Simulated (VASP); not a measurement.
# SiO2 (Ibam) in VASP: molecular dynamics with PBE+D3(BJ)

Aim: the molecular dynamics of SiO2 with PBE+D3(BJ).

All numbers are computed with VASP 6.6.1; they aren't measurements. Logs are shortened: lines on timing, memory, paths and dates and some standing lists are left out, and cuts for length are marked.

### Step 1. The cell of the first run

It takes space group Ibam (No. 72, orthorhombic). Conventional cell: a = 4.872 Å, b = 8.630 Å, c = 5.327 Å, α = 90.00°, β = 90.00°, γ = 90.00°. Si (site symmetry 222) has 4 O at 1.93 Å and 2 Si at 2.66 Å within 2.7 Å. O (site symmetry m) has 2 Si at 1.93 Å within 2.6 Å.

### Step 2. Molecular dynamics, PBE+D3(BJ)

File INCAR:

```
SYSTEM = SiO2
PREC = Accurate
ENCUT = 520
EDIFF = 1E-5
ISMEAR = -1
SIGMA = 0.2241
LREAL = Auto
LASPH = .True.
NELM = 100
ALGO = Normal
ISIF = 2
LWAVE = .False.
LCHARG = .True.
GGA = PE
IVDW = 12
IBRION = 0
NSW = 40
POTIM = 1.0
TEBEG = 2600.0
TEEND = 2600.0
ISYM = 0
NELMIN = 4
RANDOM_SEED = 92706 0 0
MDALGO = 2
SMASS = 0
```

File KPOINTS:

```
Automatic mesh
0
Gamma
  2 2 2
  0.5 0.5 0.5
```

File POSCAR:

```
SiO2
1.0
    0.0000000000      0.0000000000      5.3265653958
    0.0000000000     -8.6298617652      0.0000000000
    7.3085432174      4.3149308826     -2.6632826979
Si O
6 12
Direct
    0.7500000000      0.0000000000      1.0000000000
    0.4166666667      0.6666666667      0.3333333333
    0.0833333333      0.3333333333      0.6666666667
    0.2500000000      0.0000000000      0.0000000000
    0.9166666667      0.6666666667      0.3333333333
    0.5833333333      0.3333333333      0.6666666667
    0.5970000000      0.7070000000      0.1940000000
    0.2636666667      0.3736666667      0.5273333333
    0.9303333333      0.0403333333      0.8606666667
    0.5696666667      0.1796666667      0.1393333333
    0.2363333333      0.8463333333      0.4726666667
    0.9030000000      0.5130000000      0.8060000000
    0.0970000000      0.4870000000      0.1940000000
    0.7636666667      0.1536666667      0.5273333333
    0.4303333333      0.8203333333      0.8606666667
    0.0696666667      0.9596666667      0.1393333333
    0.7363333333      0.6263333333      0.4726666667
    0.4030000000      0.2930000000      0.8060000000
```

Potentials or basis: VASP PAW PBE potentials, release 64 (Si, O).

Launch:

```
> cat potpaw_PBE.64/Si/POTCAR potpaw_PBE.64/O/POTCAR > POTCAR
> mpirun -np 1 vasp_std > vasp.out
```

OUTCAR:

```text
SYSTEM = SiO2
   PREC = Accurate
   ENCUT = 520
   EDIFF = 1E-5
   ISMEAR = -1
   LREAL = Auto
   LASPH = .True.
   NELM = 100
   ISIF = 2
   GGA = PE
   IVDW = 12
   IBRION = 0
   NSW = 40
   POTIM = 1.0
   TEBEG = 2600.0
   ISYM = 0
   NELMIN = 4
 IVDW          = 12

 ion  position               nearest neighbor table
   1  0.750  0.000  0.000-   9 1.93  16 1.93  10 1.93  15 1.93   4 2.66   4 2.66
   2  0.417  0.667  0.333-   7 1.93  11 1.93  13 1.93  17 1.93   5 2.66   5 2.66
   3  0.083  0.333  0.667-  14 1.93  18 1.93  12 1.93   8 1.93   6 2.66   6 2.66
   4  0.250  0.000  0.000-  16 1.93   9 1.93  15 1.93  10 1.93   1 2.66   1 2.66
   5  0.917  0.667  0.333-  11 1.93   7 1.93  13 1.93  17 1.93   2 2.66   2 2.66
   6  0.583  0.333  0.667-  18 1.93  14 1.93  12 1.93   8 1.93   3 2.66   3 2.66
   7  0.597  0.707  0.194-   2 1.93   5 1.93
   8  0.264  0.374  0.527-   6 1.93   3 1.93
   9  0.930  0.040  0.861-   1 1.93   4 1.93
  10  0.570  0.180  0.139-   1 1.93   4 1.93
  11  0.236  0.846  0.473-   5 1.93   2 1.93
  12  0.903  0.513  0.806-   3 1.93   6 1.93
  13  0.097  0.487  0.194-   5 1.93   2 1.93
  14  0.764  0.154  0.527-   3 1.93   6 1.93
  15  0.430  0.820  0.861-   4 1.93   1 1.93
  16  0.070  0.960  0.139-   4 1.93   1 1.93
  17  0.736  0.626  0.473-   2 1.93   5 1.93
  18  0.403  0.293  0.806-   6 1.93   3 1.93

IMPORTANT INFORMATION: All symmetrisations will be switched off!
NOSYMM: (Re-)initialisation of all symmetry stuff for point group C_1.

----------------------------------------------------------------------------------------

                                     Primitive cell

  volume of cell :     335.9556

  direct lattice vectors                    reciprocal lattice vectors
     0.000000000  0.000000000  5.326565396     0.068413087  0.000000000  0.187738238
     0.000000000 -8.629861765  0.000000000     0.068413087 -0.115876711  0.000000000
     7.308543217  4.314930883 -2.663282698     0.136826173  0.000000000  0.000000000

  length of vectors
     5.326565396  8.629861765  8.895308157     0.199814905  0.134565087  0.136826173

  position of ions in fractional coordinates (direct lattice)
     0.750000000  0.000000000  0.000000000
     0.416666667  0.666666667  0.333333333
     0.083333333  0.333333333  0.666666667
     0.250000000  0.000000000  0.000000000
     0.916666667  0.666666667  0.333333333
     0.583333333  0.333333333  0.666666667
[... 10 lines left out ...]
     0.736333333  0.626333333  0.472666667
     0.403000000  0.293000000  0.806000000

  ion indices of the primitive-cell ions
   primitive index   ion index
                 1           1
                 2           2
                 3           3
                 4           4
[... 67 lines left out ...]
   ENCUT  =  520.0 eV  38.22 Ry    6.18 a.u.   9.90 16.05 16.54*2*pi/ulx,y,z
   NELM   =    100;   NELMIN=  4; NELMDL= -5     # of ELM steps
   EDIFF  = 0.1E-04   stopping-criterion for ELM
   LREAL  =      T    real-space projection
   EDIFFG = 0.1E-03   stopping-criterion for IOM
   NSW    =     40    number of steps for IOM
   IBRION =      0    ionic relax: 0-MD 1-quasi-New 2-CG
   NFREE  =      0    steps in history (QN), initial steepest desc. (CG)
   ISIF   =      2    stress and relaxation
   ISYM   =      0    0-nonsym 1-usesym 2-fastsym
   POTIM  = 1.0000    time-step for ionic-motion
   TEBEG  = 2600.0;   TEEND  =2600.0 temperature during run
   PSTRESS=    0.0 pullay stress
   NELECT =      96.0000    total number of electrons
   NUPDOWN=      -1.0000    fix difference up-down
   EMIN   =  10.00;   EMAX   =-10.00  energy-range for DOS
   EFERMI =   0.00;   METHOD = LEGACY
   ISMEAR =    -1;   SIGMA  =   0.22  broadening in eV -4-tet -1-fermi 0-gaus
   EFERMI_NEDOS =   21; number of points for ismear=-14 and -15
   IALGO  =     38    algorithm
   IMIX   =      4    mixing-type and parameters
     AMIX     =   0.40;   BMIX     =  1.00
     AMIX_MAG =   1.60;   BMIX_MAG =  1.00
  volume/ion in A,a.u.               =      18.66       125.95
  Fermi-wavevector in a.u.,A,eV,Ry     =   1.078296  2.037684 15.819792  1.162722
  Thomas-Fermi vector in A             =   2.214231
   LORBIT       =      0    0 simple, 1 ext, 2 COOP (PROOUT), +10 PAW based schemes
   GGA     = PE    functional components
   LHFCALC =     F    Hartree Fock is set to
   AEXX    =    0.0000 exact exchange contribution
   IVDW    =    12    specifies the selected vdW correction
   LEPSILON=     F    determine dielectric tensor
   LRPA    =     F    only Hartree local field effects (RPA)
 molecular dynamics for ions
 non-spin polarized calculation
  energy-cutoff  :      520.00
  volume of cell :      335.96
 maximum number of plane-waves:      9053
   NGX = 19   NGY = 33   NGZ = 33

--------------------------------------- Ionic step        1  -------------------------------------------

 number of electron      95.9999993 magnetization

 Free energy of the ion-electron system (eV)
  ---------------------------------------------------
  ext. energy  EPLUGINS =         0.00000000
  ---------------------------------------------------
  free energy    TOTEN  =      -120.88904056 eV

  energy without entropy =     -120.88142276  energy(sigma->0) =     -120.88523166

------------------------ aborting loop because EDIFF is reached ----------------------------------------

 Edisp (eV)   -1.61351

 E8    (eV) :    -0.5233
[... 179 lines left out ...]
  ENERGY OF THE ELECTRON-ION-THERMOSTAT SYSTEM (eV)
  ---------------------------------------------------
% ion-electron   TOTEN  =      -123.288386  see above
  kinetic energy EKIN   =         6.484118
  kin. lattice  EKIN_LAT=         0.000000  (temperature 2950.77 K)
  nose potential ES     =         0.012256
  nose kinetic   EPS    =         0.001036
  ---------------------------------------------------
  total energy   ETOTAL =      -116.790976 eV

[... ionic steps 4 to 37 ...]

--------------------------------------- Ionic step       38  -------------------------------------------

 number of electron      96.0000006 magnetization

------------------------ aborting loop because EDIFF is reached ----------------------------------------
[... 127 lines left out ...]
--------------------------------------- Ionic step       40  -------------------------------------------

 number of electron      95.9999999 magnetization

 Free energy of the ion-electron system (eV)
  ---------------------------------------------------
  ext. energy  EPLUGINS =         0.00000000
  ---------------------------------------------------
  free energy    TOTEN  =      -124.93239353 eV

  energy without entropy =     -124.92665454  energy(sigma->0) =     -124.92952404

 E-fermi :   0.4025     XC(G=0):  -7.6046

 val. band max:       -1.4997847764   @ k =   0.2500  -0.2500   0.2500
 cond. band min:       1.9800231167   @ k =  -0.2500  -0.2500   0.2500
 fundamental gap:      3.4798078931
 Fermi energy:         0.4024576045

 k-point     1 :       0.2500    0.2500    0.2500
  band No.  band energies     occupation
      1     -19.6281      2.00000
      2     -19.6223      2.00000
      3     -19.2003      2.00000
      4     -19.0776      2.00000
      5     -18.9551      2.00000
      6     -18.5229      2.00000
[... 532 lines left out ...]
  ENERGY OF THE ELECTRON-ION-THERMOSTAT SYSTEM (eV)
  ---------------------------------------------------
% ion-electron   TOTEN  =      -126.533086  see above
  kinetic energy EKIN   =         5.862946
  kin. lattice  EKIN_LAT=         0.000000  (temperature 2668.09 K)
  nose potential ES     =         3.801756
  nose kinetic   EPS    =         0.073864
  ---------------------------------------------------
  total energy   ETOTAL =      -116.794520 eV
```

CONTCAR:

```text
SiO2
   1.00000000000000
     0.0000000000000000    0.0000000000000000    5.3265653958000003
     0.0000000000000000   -8.6298617651999994    0.0000000000000000
     7.3085432173999996    4.3149308825999997   -2.6632826979000002
  Si              O
     6    12
Direct
     0.7561011113178226    0.0004150510992727   -0.0151809487342646
     0.4126748312508148    0.6483776208883372    0.3237038137687810
     0.1076531867366784    0.3403703449123301    0.6760986132293543
     0.2569403318499047    0.0060195514099083   -0.0118870958952578
     0.9235013697244964    0.6836243060676107    0.3550563744448526
     0.6054673410592204    0.3371027568025474    0.6860037642767938
[... 10 lines left out ...]
     0.6925317660135630    0.6177812035758544    0.4523312250252431
     0.3641382084140908    0.2733716245979712    0.7820385450150791

  0.56131041E-03 -0.61170238E-02  0.13771777E-02
  0.13449002E-01  0.11006533E-01  0.64946893E-04
  0.26240574E-02 -0.72232130E-03 -0.29778920E-04
 -0.45601960E-02  0.65595235E-02  0.44605400E-02
 -0.11732204E-01 -0.34516828E-02 -0.33752497E-03
  0.96105635E-02 -0.12264181E-01  0.11491676E-01
[... 10 lines left out ...]
  0.10717826E-01  0.14049370E-01 -0.12660848E-01
 -0.52081118E-02  0.22944233E-01 -0.68600954E-02

           1
   1.00000000000000
  0.32002558E+00 -0.12738554E-01 -0.12629219E-01  0.33270947E+00
  0.75639806E+00  0.11622727E-02  0.98489585E+00
  0.41360711E+00  0.64802231E+00  0.32554399E+00
  0.10782712E+00  0.34063356E+00  0.67645765E+00
  0.25746577E+00  0.49474783E-02  0.98748895E+00
  0.92263537E+00  0.68322164E+00  0.35345110E+00
  0.60828226E+00  0.33918138E+00  0.68731874E+00
[... 46 lines left out ...]
  0.00000000E+00  0.00000000E+00  0.00000000E+00
  0.00000000E+00  0.00000000E+00  0.00000000E+00
```

Run time: 1.8 h. Hardware: 1 thread of Oxide Virtual Turin-like, shared host; peak memory 0.62 GiB.

What came out:

```
Dispersion energy per atom : -0.089 eV
```

Step by step:
| step | potential energy change (eV) | largest force (eV/Å) | pressure (GPa) | volume (Å³) | temperature (K) |
| --- | --- | --- | --- | --- | --- |
| 1 | 0.0000 | 5.0985 | -27.76 | 335.96 | 2632 |
| 2 | -0.3258 | 5.1458 | -27.55 | 335.96 | 2747 |
| 3 | -0.7858 | 5.1518 | -27.20 | 335.96 | 2951 |
| 4 | -1.3596 | 5.1138 | -26.71 | 335.96 | 3195 |
| 5 | -2.0182 | 5.0301 | -26.03 | 335.96 | 3456 |
| 6 | -2.7237 | 4.9014 | -25.17 | 335.96 | 3707 |
| 7 | -3.4304 | 4.7241 | -24.08 | 335.96 | 3912 |
| 8 | -4.0883 | 4.5122 | -22.77 | 335.96 | 4041 |
| 9 | -4.6478 | 4.2439 | -21.23 | 335.96 | 4067 |
| 10 | -5.0668 | 4.1300 | -19.49 | 335.96 | 3974 |
| 11 | -5.3188 | 5.2123 | -17.58 | 335.96 | 3767 |
| 12 | -5.3994 | 6.3262 | -15.57 | 335.96 | 3463 |
| 13 | -5.3280 | 7.3375 | -13.54 | 335.96 | 3096 |
| 14 | -5.1423 | 8.0928 | -11.56 | 335.96 | 2702 |
| 15 | -4.8904 | 8.4694 | -9.72 | 335.96 | 2316 |
| 16 | -4.6185 | 8.4067 | -8.09 | 335.96 | 1967 |
| 17 | -4.3618 | 7.9228 | -6.71 | 335.96 | 1669 |
| 18 | -4.1431 | 7.1081 | -5.62 | 335.96 | 1428 |
| 19 | -3.9753 | 6.1725 | -4.81 | 335.96 | 1245 |
| 20 | -3.8654 | 5.6164 | -4.28 | 335.96 | 1115 |
| 21 | -3.8187 | 5.8369 | -4.00 | 335.96 | 1036 |
| 22 | -3.8399 | 5.8881 | -3.97 | 335.96 | 1007 |
| 23 | -3.9327 | 5.8856 | -4.18 | 335.96 | 1025 |
| 24 | -4.0978 | 5.8110 | -4.61 | 335.96 | 1091 |
| 25 | -4.3309 | 5.5966 | -5.25 | 335.96 | 1204 |
| 26 | -4.6215 | 5.2592 | -6.07 | 335.96 | 1361 |
| 27 | -4.9529 | 5.1491 | -7.04 | 335.96 | 1556 |
| 28 | -5.3029 | 5.0188 | -8.14 | 335.96 | 1782 |
| 29 | -5.6449 | 4.7547 | -9.32 | 335.96 | 2029 |
| 30 | -5.9516 | 4.3646 | -10.54 | 335.96 | 2284 |
| 31 | -6.1966 | 4.2474 | -11.78 | 335.96 | 2531 |
| 32 | -6.3577 | 4.5128 | -12.98 | 335.96 | 2754 |
| 33 | -6.4181 | 4.6845 | -14.12 | 335.96 | 2940 |
| 34 | -6.3681 | 4.7522 | -15.16 | 335.96 | 3075 |
| 35 | -6.2050 | 4.7162 | -16.09 | 335.96 | 3149 |
| 36 | -5.9332 | 4.5813 | -16.88 | 335.96 | 3160 |
| 37 | -5.5624 | 4.3666 | -17.53 | 335.96 | 3109 |
| 38 | -5.1076 | 4.2631 | -18.03 | 335.96 | 3001 |
| 39 | -4.5887 | 4.3743 | -18.40 | 335.96 | 2849 |
| 40 | -4.0305 | 5.1746 | -18.63 | 335.96 | 2668 |

Caveat: the k points lie up to 0.63 Å⁻¹ apart; the cell differs from its parent crystal (dynamics (nvt nose hoover) at 2600 K, volume x 1.1, from the last frame before).
